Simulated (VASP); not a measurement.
# W (I4/mmm) in VASP: notebook, part 2 of 2

VASP 6.6.1. Earlier steps stand in the parts before.

## (3) Single point, r2SCAN

This run uses another cell than the first one, of the same volume but with other edges.

POSCAR reads:

```
W
1.0
    0.0000000000      1.7733683434      2.6600525151
    1.7733683434      0.0000000000      2.6600525151
    1.7733683434      1.7733683434      0.0000000000
W
1
Direct
    0.0000000000      0.0000000000      0.0000000000
```

INCAR.step1 reads:

```
PREC = Accurate ; ENCUT = 520
ISMEAR = 0 ; SIGMA = 0.15
LREAL = F ; LASPH = T
NELM = 60 ; NBANDS = 13
GGA = PE ; ALGO = Normal
EDIFF = 1E-4 ; LWAVE = T
LCHARG = F
```

INCAR.step2 reads:

```
PREC = Accurate ; ENCUT = 520
EDIFF = 1E-6 ; ISMEAR = 0
SIGMA = 0.15 ; LREAL = F
LASPH = T ; NELM = 60
ALGO = Normal ; ISIF = 2
LWAVE = F ; LCHARG = T
METAGGA = R2SCAN ; LMIXTAU = T
LELF = T ; LVHAR = T
NBANDS = 13 ; ISTART = 1
```

KPOINTS reads:

```
regular mesh
0
Gamma
  22 22 22
```

Potentials or basis: VASP PAW PBE potentials, release 64 (W_sv).

Started as:

```console
$ cat potpaw_PBE.64/W_sv/POTCAR > POTCAR
$ cp INCAR.step1 INCAR
$ mpirun -np 1 vasp_std > vasp.out
$ cp INCAR.step2 INCAR
$ mpirun -np 1 vasp_std > vasp.out
```

OUTCAR:

```text
PREC = Accurate
   ENCUT = 520
   EDIFF = 1E-6
   ISMEAR = 0
   LREAL = F
   LASPH = T
   NELM = 60
   ISIF = 2
   METAGGA = R2SCAN
   ISTART = 1

 ion  position               nearest neighbor table
   1  0.000  0.000  0.000-

  LATTYP: Found a body centered tetragonal cell.
 ALAT       =     2.5079215623
 C/A-ratio  =     2.1213203436

  Lattice vectors:

 A1 = (  -1.7733683434,   0.0000000000,   2.6600525151)
 A2 = (   1.7733683434,   0.0000000000,   2.6600525151)
 A3 = (   0.0000000000,   1.7733683434,  -2.6600525151)

Analysis of symmetry for initial positions (statically):
=====================================================================
 Subroutine PRICEL returns:
 Original cell was already a primitive cell.

 Routine SETGRP: Setting up the symmetry group for a
 body centered tetragonal supercell.

 Subroutine GETGRP returns: Found 16 space group operations
 (whereof 16 operations were pure point group operations)
 out of a pool of 16 trial point group operations.

The static configuration has the point symmetry D_4h.

Analysis of symmetry for dynamics (positions and initial velocities):
=====================================================================
 Subroutine PRICEL returns:
 Original cell was already a primitive cell.

 Routine SETGRP: Setting up the symmetry group for a
 body centered tetragonal supercell.

 Subroutine GETGRP returns: Found 16 space group operations
 (whereof 16 operations were pure point group operations)
 out of a pool of 16 trial point group operations.

The dynamic configuration has the point symmetry D_4h.

 Subroutine INISYM returns: Found 16 space group operations
 (whereof 16 operations are pure point group operations),
 and found     1 'primitive' translations

----------------------------------------------------------------------------------------

                                     Primitive cell

  volume of cell :      16.7309

  direct lattice vectors                    reciprocal lattice vectors
     0.000000000  1.773368343  2.660052515    -0.281949321  0.281949321  0.187966214
     1.773368343  0.000000000  2.660052515     0.281949321 -0.281949321  0.187966214
     1.773368343  1.773368343  0.000000000     0.281949321  0.281949321 -0.187966214

  length of vectors
     3.196985246  3.196985246  2.507921562     0.440819846  0.440819846  0.440819846

  position of ions in fractional coordinates (direct lattice)
     0.000000000  0.000000000  0.000000000

  ion indices of the primitive-cell ions
   primitive index   ion index
                 1           1

----------------------------------------------------------------------------------------

 KPOINTS: regular mesh

Automatic generation of k-mesh.
 Grid dimensions read from file:
 generate k-points for:   22   22   22

 Generating k-lattice:

  Cartesian coordinates                     Fractional coordinates (reciprocal lattice)
    -0.012815878  0.012815878  0.008543919     0.045454545  0.000000000  0.000000000
     0.012815878 -0.012815878  0.008543919     0.000000000  0.045454545  0.000000000
     0.012815878  0.012815878 -0.008543919     0.000000000  0.000000000  0.045454545

  Length of vectors
     0.020037266  0.020037266  0.020037266

  Shift w.r.t. Gamma in fractional coordinates (k-lattice)
     0.000000000  0.000000000  0.000000000

 Subroutine IBZKPT returns following result:
 ===========================================

 Found    834 irreducible k-points:

 Following reciprocal coordinates:
            Coordinates               Weight
  0.000000  0.000000  0.000000      1.000000
  0.045455 -0.000000  0.000000      8.000000
  0.090909 -0.000000  0.000000      8.000000
  0.136364  0.000000  0.000000      8.000000
  0.181818  0.000000  0.000000      8.000000
  0.227273  0.000000  0.000000      8.000000
[... 16 lines left out ...]
  0.500000  0.045455  0.000000      8.000000
 -0.454545  0.045455  0.000000      8.000000
 [... further k-points ...]
   k-points           NKPTS =    834   k-points in BZ     NKDIM =    834   number of bands    NBANDS=     13
   number of dos      NEDOS =    301   number of ions     NIONS =      1
   total plane-waves  NPLWV =  11520
   dimension x,y,z NGX =    24 NGY =   24 NGZ =   20
   dimension x,y,z NGXF=    48 NGYF=   48 NGZF=   40
   ions per type =               1
   NGX,Y,Z   is equivalent  to a cutoff of  12.48, 12.48, 13.26 a.u.
   NGXF,Y,Z  is equivalent  to a cutoff of  24.96, 24.96, 26.52 a.u.
 SYSTEM =  unknown system
   PREC   = accura    normal or accurate (medium, high low for compatibility)
   ISTART =      1    job   : 0-new  1-cont  2-samecut
   ICHARG =      0    charge: 1-file 2-atom 10-const
   ISPIN  =      1    spin polarized calculation?
   LNONCOLLINEAR =      F non collinear calculations
   LSORBIT =      F    spin-orbit coupling
   LASPH  =      T    aspherical Exc in radial PAW
   ENCUT  =  520.0 eV  38.22 Ry    6.18 a.u.   5.94  5.94  4.66*2*pi/ulx,y,z
   NELM   =     60;   NELMIN=  2; NELMDL=  0     # of ELM steps
   EDIFF  = 0.1E-05   stopping-criterion for ELM
   LREAL  =      F    real-space projection
[... 7 lines left out ...]
   TEBEG  =    0.0;   TEEND  =   0.0 temperature during run
   PSTRESS=    0.0 pullay stress
   NELECT =      14.0000    total number of electrons
   NUPDOWN=      -1.0000    fix difference up-down
   EMIN   =  10.00;   EMAX   =-10.00  energy-range for DOS
   EFERMI =   0.00;   METHOD = LEGACY
   ISMEAR =     0;   SIGMA  =   0.15  broadening in eV -4-tet -1-fermi 0-gaus
   EFERMI_NEDOS =   21; number of points for ismear=-14 and -15
   IALGO  =     38    algorithm
   IMIX   =      4    mixing-type and parameters
     AMIX     =   0.40;   BMIX     =  1.00
     AMIX_MAG =   1.60;   BMIX_MAG =  1.00
  volume/ion in A,a.u.               =      16.73       112.91
  Fermi-wavevector in a.u.,A,eV,Ry     =   1.542688  2.915258 32.380324  2.379887
  Thomas-Fermi vector in A             =   2.648457
   LORBIT       =      0    0 simple, 1 ext, 2 COOP (PROOUT), +10 PAW based schemes
   METAGGA = R2SCAN    functional components
   LHFCALC =     F    Hartree Fock is set to
   AEXX    =    0.0000 exact exchange contribution
   IVDW    =     0    specifies the selected vdW correction
   LEPSILON=     F    determine dielectric tensor
   LRPA    =     F    only Hartree local field effects (RPA)
 non-spin polarized calculation
 Gauss-broadening in eV      SIGMA  =   0.15
  energy-cutoff  :      520.00
  volume of cell :       16.73
 maximum number of plane-waves:       474
   NGX = 11   NGY = 11   NGZ =  9

 number of electron      14.0000000 magnetization

 Free energy of the ion-electron system (eV)
  ---------------------------------------------------
  ext. energy  EPLUGINS =         0.00000000
  ---------------------------------------------------
  free energy    TOTEN  =       -50.41215337 eV

  energy without entropy =      -50.40632340  energy(sigma->0) =      -50.40923839

 E-fermi :  10.6586     XC(G=0): -14.4971

 val. band max:       10.6525410492   @ k =  -0.1818   0.0909   0.2273
 cond. band min:      10.6638003364   @ k =  -0.4545   0.0909   0.0000
 fundamental gap:      0.0112592872
 Fermi energy:        10.6586391773

 k-point     1 :       0.0000    0.0000    0.0000
  band No.  band energies     occupation
      1     -65.6366      2.00000
      2     -28.9977      2.00000
      3     -28.1380      2.00000
      4     -28.1380      2.00000
      5       0.8547      2.00000
      6       6.0042      2.00000
      7       7.6906      2.00000
      8      12.6751      0.00000
      9      12.6751      0.00000
     10      16.6562      0.00000
     11      22.7470      0.00000
     12      25.8392      0.00000
     13      33.5352      0.00000

 k-point     2 :       0.0455   -0.0000    0.0000
  band No.  band energies     occupation
      1     -65.6324      2.00000
      2     -28.9984      2.00000
      3     -28.1844      2.00000
      4     -28.1349      2.00000
      5       0.9565      2.00000
      6       6.0786      2.00000
      7       7.7392      2.00000
      8      12.4702      0.00000
      9      12.7106      0.00000
     10      16.5275      0.00000
     11      22.9470      0.00000
[... 339 lines left out ...]
 k-point    24 :      -0.4545    0.0455    0.0000
  band No.  band energies     occupation
      1     -65.4300      2.00000
      2     -30.2035      2.00000
      3     -29.0079      2.00000
      4     -27.9838      2.00000
      5       4.6375      2.00000
      6       6.8854      2.00000
      7      10.7745      0.27483
      8      12.0536      0.00000
      9      14.4124      0.00000
     10      14.9783      0.00000
     11      21.3146      0.00000
     12      22.9440      0.00000
     13      30.8277      0.00000

 [... further k-points ...]

------------------------ aborting loop because EDIFF is reached ----------------------------------------

  FORCE on cell =-STRESS in cart. coord.  units (eV):
  Direction    XX          YY          ZZ          XY          YZ          ZX
  --------------------------------------------------------------------------------------
  -------------------------------------------------------------------------------------
  Total        3.4501057      3.4501057     -4.4821561      0.0000000      0.0000000      0.0000000
  in kB      330.3884639    330.3884639   -429.2195047      0.0000000      0.0000000      0.0000000
  external PRESSURE =      77.1858077 kB  Pullay stress =       0.0000000 kB

 VOLUME and BASIS-vectors are now :
 -----------------------------------------------------------------------------
  energy-cutoff  :      520.00
  volume of cell :       16.73
      direct lattice vectors                 reciprocal lattice vectors
     0.000000000  1.773368343  2.660052515    -0.281949321  0.281949321  0.187966214
     1.773368343  0.000000000  2.660052515     0.281949321 -0.281949321  0.187966214
     1.773368343  1.773368343  0.000000000     0.281949321  0.281949321 -0.187966214

 POSITION                                       TOTAL-FORCE (eV/Angst)
 -----------------------------------------------------------------------------------
      0.00000      0.00000      0.00000         0.000000      0.000000      0.000000
 -----------------------------------------------------------------------------------
    total drift:                                0.000000      0.000000     -0.000000

  FREE ENERGIE OF THE ION-ELECTRON SYSTEM (eV)
  ---------------------------------------------------
  free  energy   TOTEN  =       -50.4121533735 eV

  energy  without entropy=      -50.4063234030  energy(sigma->0) =      -50.40923839
```

OUTCAR.step1:

```text
PREC = Accurate
   ENCUT = 520
   ISMEAR = 0
   LREAL = F
   LASPH = T
[... 600 lines left out ...]

 POSITION                                       TOTAL-FORCE (eV/Angst)
 -----------------------------------------------------------------------------------
      0.00000      0.00000      0.00000         0.000000      0.000000      0.000000
 -----------------------------------------------------------------------------------
    total drift:                                0.000000      0.000000     -0.000000

  FREE ENERGIE OF THE ION-ELECTRON SYSTEM (eV)
  ---------------------------------------------------
  free  energy   TOTEN  =       -12.0342705275 eV

  energy  without entropy=      -12.0277246417  energy(sigma->0) =      -12.03099758
```

OSZICAR.step1:

```text
N       E                     dE             d eps       ncg     rms          rms(c)
DAV:   1     0.872513007526E+02    0.87251E+02   -0.74359E+03 21768   0.121E+03
DAV:   2    -0.108500879060E+02   -0.98101E+02   -0.93967E+02 24319   0.316E+02
DAV:   3    -0.125530588774E+02   -0.17030E+01   -0.16968E+01 24454   0.408E+01
DAV:   4    -0.125606905550E+02   -0.76317E-02   -0.76314E-02 24314   0.300E+00
DAV:   5    -0.125607613722E+02   -0.70817E-04   -0.70817E-04 24779   0.274E-01    0.204E+01
DAV:   6    -0.121473948961E+02    0.41337E+00   -0.34525E-01 22489   0.760E+00    0.864E+00
DAV:   7    -0.120375918693E+02    0.10980E+00   -0.18774E-01 24319   0.532E+00    0.537E-01
DAV:   8    -0.120342904684E+02    0.33014E-02   -0.64807E-03 22479   0.959E-01    0.916E-02
DAV:   9    -0.120342705275E+02    0.19941E-04   -0.10109E-04 18187   0.121E-01
   1 F= -.12034271E+02 E0= -.12030998E+02  d E =-.654589E-02
```

Wall time 4.9 min (1 thread of Intel Xeon Platinum 8488C (Sapphire Rapids), shared host); peak memory 0.28 GiB.

Results:

* Free energy: -50.4122 eV
* Pressure: 7.7 GPa
* Band gap on the k mesh: zero (bands 7 and 8 overlap by 2.30 eV)

Caveat: the stress differs along the axes, from -43 to 33 GPa; the PAW data sets were made with another functional, which shifts forces and pressure a little; spin-orbit coupling is left out, which moves the levels of the heavy elements.
